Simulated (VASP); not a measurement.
A run of VASP 6.6.1 is set up as follows.

The input INCAR:

```
PREC = Accurate
ENCUT = 520
EDIFF = 1E-6
ISMEAR = -1
SIGMA = 0.05
LREAL = F
LASPH = T
NELM = 80
ALGO = Normal
ISIF = 2
LWAVE = F
LCHARG = F
GGA = PE
ALDAC = 0.0
AGGAC = 0.0
NBANDS = 11
```

KPOINTS

```
Automatic mesh
0
Gamma
  8 8 8
```

Contents of POSCAR:

```
Si
1.0
    0.0000000000      2.7218511865      2.7218511865
    2.7218511865      0.0000000000      2.7218511865
    2.7218511865      2.7218511865      0.0000000000
Si
2
Direct
    0.5000000000      0.5000000000      0.5000000000
    0.7500000000      0.7500000000      0.7500000000
```

Potentials or basis: VASP PAW PBE potentials, release 64 (Si).

Run with:

```console
$ cat potpaw_PBE.64/Si/POTCAR > POTCAR
$ mpirun -np 1 vasp_std > vasp.out
```

**Question.** What does it give for the pressure?

**Answer.** 10.3 GPa.

**Question.** What does it give for the band gap on the k mesh?

**Answer.** 0.85 eV, indirect (least direct gap 2.68 eV).

A k mesh can miss the band edges.
